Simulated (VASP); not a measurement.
A run of VASP 6.6.1:

The input INCAR:

```
SYSTEM = HfN
  ALGO = Normal
  EDIFF = 1E-7
  ENCUT = 520
  ISIF = 2
  ISMEAR = 1
  LASPH = .TRUE.
  LCHARG = .TRUE.
  LELF = .TRUE.
  LREAL = .FALSE.
  LVHAR = .TRUE.
  LWAVE = .FALSE.
  NBANDS = 23
  NELM = 60
  PREC = Accurate
  SIGMA = 0.1
```

KPOINTS

```
k-points
0
G
  8 8 4
  0 0 0
```

POSCAR

```
HfN
1.0
    3.1339100000      0.0000000000      0.0000000000
   -1.5669500000      2.7140400000      0.0000000000
    0.0000000000      0.0000000000      5.4167700000
Hf N
2 2
Direct
    0.6666666667      0.3333333333      0.7500000000
    0.3333333333      0.6666666667      0.2500000000
    0.0000000000      0.0000000000      0.0000000000
    0.0000000000      0.0000000000      0.5000000000
```

Potentials or basis: VASP PAW LDA potentials, release 64 (Hf_pv, N).

Command:

```console
$ cat potpaw_LDA.64/Hf_pv/POTCAR potpaw_LDA.64/N/POTCAR > POTCAR
$ mpirun -np 1 vasp_std > vasp.out
```

Hardware: 1 thread of AMD EPYC 9R45 96-Core Processor (Zen 5) (shared host).

Task: Estimate the wall time of this run.

Result: Wall time 16 s on 1 thread of AMD EPYC 9R45 96-Core Processor (Zen 5), with other jobs on the host, peak memory 0.13 GiB. Counts: scf iterations 14, k points 30.
